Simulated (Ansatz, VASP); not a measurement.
**AlN in VASP and in Ansatz**

```
Al N
1.0
     3.11100    0.00000    0.00000
    -1.55550    2.69421    0.00000
     0.00000    0.00000    4.98100
Al N
2 2
Cartesian
  0.0000 1.7961 0.0006
  1.5555 0.8981 2.4911
  0.0000 1.7961 1.9021
  1.5555 0.8981 4.3926
```

Alike in both runs: task single point; functional LDA; k mesh 8 × 8 × 5; occupations gaussian, width 0.03 eV; no spin polarisation.

```csv
,VASP,Ansatz
version,VASP 6.6.1,Ansatz 0.2.0
potentials or method,"VASP PAW LDA potentials, release 64 (Al, N)","scalar-relativistic, plane waves, PAW"
plane-wave cutoff (eV),520,420
valence electrons in the cell,16,16
```

```csv
,VASP,Ansatz,Ansatz less VASP
gap on the k mesh at the Fermi level (eV),4.23,4.23,-0.007
least direct gap on the mesh (eV),4.23,4.23,-0.007
```

LDA's correlation is that of Perdew and Zunger in VASP and of Perdew and Wang (1992) in Ansatz.
